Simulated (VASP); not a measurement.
# NbTe (P-6m2) in VASP: a series of runs

The runs below take NbTe through single point, with LDA, PBEsol-based global hybrid.

Everything below comes from runs of VASP 6.6.1. Logs are shortened: lines on timing, memory, paths and dates and some standing lists are left out, and cuts for length are marked.

## 1. The cell of the first run

It takes space group P-6m2 (No. 187, hexagonal). Conventional cell: a = 3.776 Å, b = 3.776 Å, c = 3.767 Å, α = 90.00°, β = 90.00°, γ = 120.00°. Within 3.8 Å of Te (site symmetry -6m2) lie 6 Nb at 2.88 Å and 8 Te at 3.77 to 3.78 Å. Nb (site symmetry -6m2) has 6 Te at 2.88 Å and 8 Nb at 3.77 to 3.78 Å within 3.8 Å.

## 2. Single point, LDA (volume scaled by 1.06)

INCAR

```
PREC     = Accurate       # precision mode
ENCUT    = 520            # plane-wave cutoff, eV
EDIFF    = 1E-6           # SCF threshold, eV
ISMEAR   = -1             # smearing method
SIGMA    = 0.05           # smearing width, eV
LREAL    = False          # projectors in reciprocal space
LASPH    = True           # aspherical terms in the spheres
NELM     = 100            # most SCF steps
ALGO     = Normal         # electronic algorithm
ISIF     = 2              # what is computed and relaxed
LWAVE    = False          # write WAVECAR
LCHARG   = False          # write CHGCAR
GGA      = CA             # functional
NBANDS   = 16             # bands
```

KPOINTS

```
Automatic mesh
0
Gamma
  8 8 7
```

POSCAR

```
NbTe
1.0
    3.7756001657      0.0000000000      0.0000000000
   -1.8878000828      3.2697656581      0.0000000000
    0.0000000000      0.0000000000      3.7666649043
Te Nb
1 1
Direct
    0.6666666667      0.3333333333      0.0000000000
    0.0000000000      0.0000000000      0.5000000000
```

Potentials or basis: VASP PAW LDA potentials, release 64 (Te, Nb_sv).

Run with:

```console
$ cat potpaw_LDA.64/Te/POTCAR potpaw_LDA.64/Nb_sv/POTCAR > POTCAR
$ mpirun -np 1 vasp_std > vasp.out
```

OUTCAR:

```text
PREC = Accurate
   ENCUT = 520
   EDIFF = 1E-6
   ISMEAR = -1
   LREAL = False
   LASPH = True
   NELM = 100
   ISIF = 2
   GGA = CA

 ion  position               nearest neighbor table
   1  0.667  0.333  0.000-   2 2.88   2 2.88   2 2.88   2 2.88   2 2.88   2 2.88
   2  0.000  0.000  0.500-   1 2.88   1 2.88   1 2.88   1 2.88   1 2.88   1 2.88

  LATTYP: Found a hexagonal cell.
 ALAT       =     3.7756001657
 C/A-ratio  =     0.9976334196

  Lattice vectors:

 A1 = (   3.7756001657,   0.0000000000,   0.0000000000)
 A2 = (  -1.8878000828,   3.2697656581,   0.0000000000)
 A3 = (   0.0000000000,   0.0000000000,   3.7666649043)

Analysis of symmetry for initial positions (statically):
=====================================================================
 Subroutine PRICEL returns:
 Original cell was already a primitive cell.

 Routine SETGRP: Setting up the symmetry group for a
 hexagonal supercell.

 Subroutine GETGRP returns: Found 12 space group operations
 (whereof 12 operations were pure point group operations)
 out of a pool of 24 trial point group operations.

The static configuration has the point symmetry D_3h.

Analysis of symmetry for dynamics (positions and initial velocities):
=====================================================================
 Subroutine PRICEL returns:
 Original cell was already a primitive cell.

 Routine SETGRP: Setting up the symmetry group for a
 hexagonal supercell.

 Subroutine GETGRP returns: Found 12 space group operations
 (whereof 12 operations were pure point group operations)
 out of a pool of 24 trial point group operations.

The dynamic configuration has the point symmetry D_3h.

 Subroutine INISYM returns: Found 12 space group operations
 (whereof 12 operations are pure point group operations),
 and found     1 'primitive' translations

----------------------------------------------------------------------------------------

                                     Primitive cell

  volume of cell :      46.5007

  direct lattice vectors                    reciprocal lattice vectors
     3.775600166  0.000000000  0.000000000     0.264858554  0.152916157  0.000000000
    -1.887800083  3.269765658  0.000000000     0.000000000  0.305832315  0.000000000
     0.000000000  0.000000000  3.766664904     0.000000000  0.000000000  0.265486850

  length of vectors
     3.775600166  3.775600166  3.766664904     0.305832315  0.305832315  0.265486850

  position of ions in fractional coordinates (direct lattice)
     0.666666667  0.333333333  0.000000000
     0.000000000  0.000000000  0.500000000

  ion indices of the primitive-cell ions
   primitive index   ion index
                 1           1
                 2           2

----------------------------------------------------------------------------------------

 KPOINTS: Automatic mesh

Automatic generation of k-mesh.
 Grid dimensions read from file:
 generate k-points for:    8    8    7

 Generating k-lattice:

  Cartesian coordinates                     Fractional coordinates (reciprocal lattice)
     0.033107319  0.019114520  0.000000000     0.125000000  0.000000000  0.000000000
     0.000000000  0.038229039  0.000000000     0.000000000  0.125000000  0.000000000
     0.000000000  0.000000000  0.037926693     0.000000000  0.000000000  0.142857143

  Length of vectors
     0.038229039  0.038229039  0.037926693

  Shift w.r.t. Gamma in fractional coordinates (k-lattice)
     0.000000000  0.000000000  0.000000000

 Subroutine IBZKPT returns following result:
 ===========================================

 Found     40 irreducible k-points:

 Following reciprocal coordinates:
            Coordinates               Weight
  0.000000  0.000000  0.000000      1.000000
  0.125000 -0.000000  0.000000      6.000000
  0.250000 -0.000000  0.000000      6.000000
  0.375000 -0.000000  0.000000      6.000000
  0.500000 -0.000000  0.000000      3.000000
  0.125000  0.125000  0.000000      6.000000
[... 16 lines left out ...]
  0.250000 -0.000000  0.285714     12.000000
  0.375000 -0.000000  0.285714     12.000000
 [... further k-points ...]
   k-points           NKPTS =     40   k-points in BZ     NKDIM =     40   number of bands    NBANDS=     16
   number of dos      NEDOS =    301   number of ions     NIONS =      2
   total plane-waves  NPLWV =  21952
   dimension x,y,z NGX =    28 NGY =   28 NGZ =   28
   dimension x,y,z NGXF=    56 NGYF=   56 NGZF=   56
   ions per type =               1   1
   NGX,Y,Z   is equivalent  to a cutoff of  12.33, 12.33, 12.36 a.u.
   NGXF,Y,Z  is equivalent  to a cutoff of  24.66, 24.66, 24.72 a.u.
 SYSTEM =  unknown system
   PREC   = accura    normal or accurate (medium, high low for compatibility)
   ISTART =      0    job   : 0-new  1-cont  2-samecut
   ICHARG =      2    charge: 1-file 2-atom 10-const
   ISPIN  =      1    spin polarized calculation?
   LNONCOLLINEAR =      F non collinear calculations
   LSORBIT =      F    spin-orbit coupling
   LASPH  =      T    aspherical Exc in radial PAW
   ENCUT  =  520.0 eV  38.22 Ry    6.18 a.u.   7.02  7.02  7.00*2*pi/ulx,y,z
   NELM   =    100;   NELMIN=  2; NELMDL= -5     # of ELM steps
   EDIFF  = 0.1E-05   stopping-criterion for ELM
   LREAL  =      F    real-space projection
   EDIFFG = 0.1E-04   stopping-criterion for IOM
   NSW    =      0    number of steps for IOM
   IBRION =     -1    ionic relax: 0-MD 1-quasi-New 2-CG
   NFREE  =      0    steps in history (QN), initial steepest desc. (CG)
   ISIF   =      2    stress and relaxation
   ISYM   =      2    0-nonsym 1-usesym 2-fastsym
   POTIM  = 0.5000    time-step for ionic-motion
   TEBEG  =    0.0;   TEEND  =   0.0 temperature during run
   PSTRESS=    0.0 pullay stress
   NELECT =      19.0000    total number of electrons
   NUPDOWN=      -1.0000    fix difference up-down
   EMIN   =  10.00;   EMAX   =-10.00  energy-range for DOS
   EFERMI =   0.00;   METHOD = LEGACY
   ISMEAR =    -1;   SIGMA  =   0.05  broadening in eV -4-tet -1-fermi 0-gaus
   EFERMI_NEDOS =   21; number of points for ismear=-14 and -15
   IALGO  =     38    algorithm
   IMIX   =      4    mixing-type and parameters
     AMIX     =   0.40;   BMIX     =  1.00
     AMIX_MAG =   1.60;   BMIX_MAG =  1.00
  volume/ion in A,a.u.               =      23.25       156.90
  Fermi-wavevector in a.u.,A,eV,Ry     =   1.214804  2.295646 20.078776  1.475748
  Thomas-Fermi vector in A             =   2.350212
   LORBIT       =      0    0 simple, 1 ext, 2 COOP (PROOUT), +10 PAW based schemes
   GGA     = CA    functional components
   LHFCALC =     F    Hartree Fock is set to
   AEXX    =    0.0000 exact exchange contribution
   IVDW    =     0    specifies the selected vdW correction
   LEPSILON=     F    determine dielectric tensor
   LRPA    =     F    only Hartree local field effects (RPA)
 non-spin polarized calculation
  energy-cutoff  :      520.00
  volume of cell :       46.50
 maximum number of plane-waves:      1263
 NGX is ok and might be reduce to    28
   NGX = 13   NGY = 13   NGZ = 15

 number of electron      19.0000002 magnetization

 Free energy of the ion-electron system (eV)
  ---------------------------------------------------
  ext. energy  EPLUGINS =         0.00000000
  ---------------------------------------------------
  free energy    TOTEN  =       -15.29216922 eV

  energy without entropy =      -15.27966694  energy(sigma->0) =      -15.28591808

 E-fermi :  10.0468     XC(G=0): -11.1764

 val. band max:       10.0335688259   @ k =   0.1250  -0.0000   0.2857
 cond. band min:      10.1026990397   @ k =   0.2500   0.1250   0.2857
 fundamental gap:      0.0691302139
 Fermi energy:        10.0467688827

 k-point     1 :       0.0000    0.0000    0.0000
  band No.  band energies     occupation
      1     -45.3002      2.00000
      2     -21.6286      2.00000
      3     -21.4489      2.00000
      4     -21.4489      2.00000
      5      -3.8431      2.00000
      6       7.0517      2.00000
[... 8 lines left out ...]
     15      15.8754      0.00000
     16      16.8617      0.00000

 k-point     2 :       0.1250   -0.0000    0.0000
  band No.  band energies     occupation
      1     -45.2992      2.00000
      2     -21.6261      2.00000
      3     -21.4644      2.00000
      4     -21.4526      2.00000
      5      -3.6735      2.00000
      6       6.3009      2.00000
[... 8 lines left out ...]
     15      15.7156      0.00000
     16      17.5652      0.00000

 k-point     3 :       0.2500   -0.0000    0.0000
  band No.  band energies     occupation
      1     -45.2969      2.00000
      2     -21.6201      2.00000
      3     -21.5016      2.00000
      4     -21.4615      2.00000
      5      -3.2149      2.00000
      6       4.9591      2.00000
[... 8 lines left out ...]
     15      16.6311      0.00000
     16      18.0356      0.00000

 k-point     4 :       0.3750   -0.0000    0.0000
  band No.  band energies     occupation
      1     -45.2946      2.00000
      2     -21.6140      2.00000
      3     -21.5384      2.00000
      4     -21.4704      2.00000
      5      -2.6523      2.00000
      6       3.7396      2.00000
[... 8 lines left out ...]
     15      16.2589      0.00000
     16      18.3377      0.00000
[... 324 lines left out ...]
 k-point    22 :       0.1250   -0.0000    0.2857
  band No.  band energies     occupation
      1     -45.2969      2.00000
      2     -21.6792      2.00000
      3     -21.4590      2.00000
      4     -21.4477      2.00000
      5      -3.0772      2.00000
      6       4.3165      2.00000
[... 8 lines left out ...]
     15      16.4971      0.00000
     16      17.8792      0.00000

 k-point    23 :       0.2500   -0.0000    0.2857
  band No.  band energies     occupation
      1     -45.2946      2.00000
      2     -21.6708      2.00000
      3     -21.4943      2.00000
      4     -21.4558      2.00000
      5      -2.7428      2.00000
      6       4.5554      2.00000
[... 8 lines left out ...]
     15      16.4798      0.00000
     16      18.2173      0.00000

 k-point    24 :       0.3750   -0.0000    0.2857
  band No.  band energies     occupation
      1     -45.2923      2.00000
      2     -21.6624      2.00000
      3     -21.5294      2.00000
      4     -21.4640      2.00000
      5      -2.3479      2.00000
      6       4.1329      2.00000
[... 8 lines left out ...]
     15      16.0423      0.00000
     16      18.2926      0.00000

 [... further k-points ...]
[... 5 lines left out ...]
  --------------------------------------------------------------------------------------
  -------------------------------------------------------------------------------------
  Total       -3.5069063     -3.5069063     -4.1940144     -0.0000000      0.0000000      0.0000000
  in kB     -120.8300986   -120.8300986   -144.5043402     -0.0000000      0.0000000      0.0000000
  external PRESSURE =    -128.7215125 kB  Pullay stress =       0.0000000 kB

 VOLUME and BASIS-vectors are now :
 -----------------------------------------------------------------------------
  energy-cutoff  :      520.00
  volume of cell :       46.50
      direct lattice vectors                 reciprocal lattice vectors
     3.775600166  0.000000000  0.000000000     0.264858554  0.152916157  0.000000000
    -1.887800083  3.269765658  0.000000000     0.000000000  0.305832315  0.000000000
     0.000000000  0.000000000  3.766664904     0.000000000  0.000000000  0.265486850

 POSITION                                       TOTAL-FORCE (eV/Angst)
 -----------------------------------------------------------------------------------
      1.88780      1.08992      0.00000         0.000000      0.000000      0.000000
      0.00000      0.00000      1.88333        -0.000000      0.000000      0.000000
 -----------------------------------------------------------------------------------
    total drift:                               -0.000000      0.000000     -0.000000

  FREE ENERGIE OF THE ION-ELECTRON SYSTEM (eV)
  ---------------------------------------------------
  free  energy   TOTEN  =       -15.2921692213 eV

  energy  without entropy=      -15.2796669352  energy(sigma->0) =      -15.28591808
```

Run time: 16 s. Hardware: 1 thread of Intel Xeon 6975P-C, shared host; peak memory 0.16 GiB.

Results:

| Item | Value |
| --- | --- |
| Free energy | -15.2922 eV |
| Pressure | -12.9 GPa |

Levels at points of the mesh, in eV from the Fermi level:
```tsv
k point	band 8	band 9	band 10	band 11	band 12	band 13
(0.00, 0.00, 0.00)	-2.73	-2.32	0.12	0.12	2.21	2.21
(0.50, 0.00, 0.00)	-2.54	-2.39	-0.18	1.13	1.33	2.80
```

Caveat: the cell differs from its parent crystal (volume scaled by 1.06); spin-orbit coupling is left out, which moves the levels of the heavy elements.

## 3. Single point, PBEsol-based global hybrid

This run uses another cell than the first one, of 20.62 Å³/atom, 0.887 times its volume.

POSCAR

```
NbTe
1.0
    3.6443326097      0.0000000000      0.0000000000
   -1.8221663048      3.1560846198      0.0000000000
    0.0000000000      0.0000000000      3.5860322079
Te Nb
1 1
Direct
    0.6666666667      0.3333333333      0.0000000000
    0.0000000000      0.0000000000      0.5000000000
```

INCAR.step1

```
SYSTEM = NbTe
ALGO = Normal ; EDIFF = 1E-5
ENCUT = 520 ; GGA = PE
ISIF = 2 ; ISMEAR = -1
LASPH = .TRUE. ; LCHARG = .FALSE.
LREAL = .FALSE. ; LWAVE = .TRUE.
NBANDS = 16 ; NELM = 100
PREC = Accurate ; SIGMA = 0.05
```

INCAR.step2

```
SYSTEM = NbTe
AEXX = 0.25 ; ALGO = Normal
EDIFF = 1E-6 ; ENCUT = 520
GGA = PS ; ISIF = 2
ISMEAR = -1 ; ISTART = 1
LASPH = .TRUE. ; LCHARG = .FALSE.
LHFCALC = .TRUE. ; LREAL = .FALSE.
LWAVE = .FALSE. ; NBANDS = 16
NELM = 100 ; PREC = Accurate
PRECFOCK = Normal ; SIGMA = 0.05
```

KPOINTS

```
k-points
0
G
  4 4 4
  0 0 0
```

Potentials or basis: VASP PAW PBE potentials, release 64 (Te, Nb_sv).

Run with:

```console
$ cat potpaw_PBE.64/Te/POTCAR potpaw_PBE.64/Nb_sv/POTCAR > POTCAR
$ cp INCAR.step1 INCAR
$ mpirun -np 1 vasp_std > vasp.out
$ cp INCAR.step2 INCAR
$ mpirun -np 1 vasp_std > vasp.out
```

Wall time 7.7 min (1 thread of Intel Xeon Platinum 8488C (Sapphire Rapids), shared host); peak memory 0.18 GiB.

It converged, with:

- Free energy: -18.8810 eV
- Pressure: -0.7 GPa

Stress tensor (GPa, compression positive):
```
-0.65  0.00  0.00
 0.00 -0.65  0.00
 0.00  0.00 -0.89
```

Levels at points of the mesh, in eV from the Fermi level:
```
           k point  band 5  band 6  band 7  band 8  band 9  band 10  band 11  band 12  band 13  band 14
(0.00, 0.00, 0.00)  -16.68   -4.41   -4.41   -4.08   -2.96     0.72     0.72     3.45     3.45     3.86
(0.50, 0.00, 0.00)  -14.62   -9.00   -4.92   -3.70   -3.55    -0.43     2.07     2.49     4.18     4.93
(0.00, 0.00, 0.50)  -14.89   -9.38   -3.66   -3.66   -1.72    -1.72     1.67     2.42     2.42     6.28
(0.50, 0.00, 0.50)  -14.19   -7.56   -7.37   -5.62   -2.20     1.95     2.44     2.78     4.00     5.65
```

Caveat: the k points lie up to 0.50 Å⁻¹ apart; the PAW data sets were made with another functional, which shifts forces and pressure a little; spin-orbit coupling is left out, which moves the levels of the heavy elements.
